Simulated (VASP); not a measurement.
Crystal: HgTe.

```
Hg Te
1.0
     0.00000    3.28916    3.28916
     3.28916    0.00000    3.28916
     3.28916    3.28916    0.00000
Hg Te
1 1
Direct
  0.00000 0.00000 0.00000
  0.25000 0.25000 0.25000
```

Base run:

| Item | Value |
| --- | --- |
| Program | VASP 6.6.1 |
| Functional | PBE |
| Potentials or basis | VASP PAW PBE potentials, release 64 (Hg, Te) |
| Cutoff | 500 eV |
| k mesh | 6 × 6 × 6 |
| Occupations | fermi-dirac, width 0.02 eV |
| Spin | no spin polarisation |

Its results: band gap on the k mesh zero (filled and empty bands touch); pressure 1.3 GPa.

**Question.** The run is repeated on the same cell with these changes: functional from PBE to r2SCAN; cutoff from 500 eV to 550 eV. What comes out?

**Answer.** Band gap on the k mesh zero (filled and empty bands touch); pressure 0.0 GPa.

Caveats: semilocal functionals underestimate gaps, so a narrow gap can read as zero; spin-orbit coupling is left out, which moves the levels of the heavy elements; the PAW data sets were made with another functional, which shifts forces and pressure a little (at least some runs).
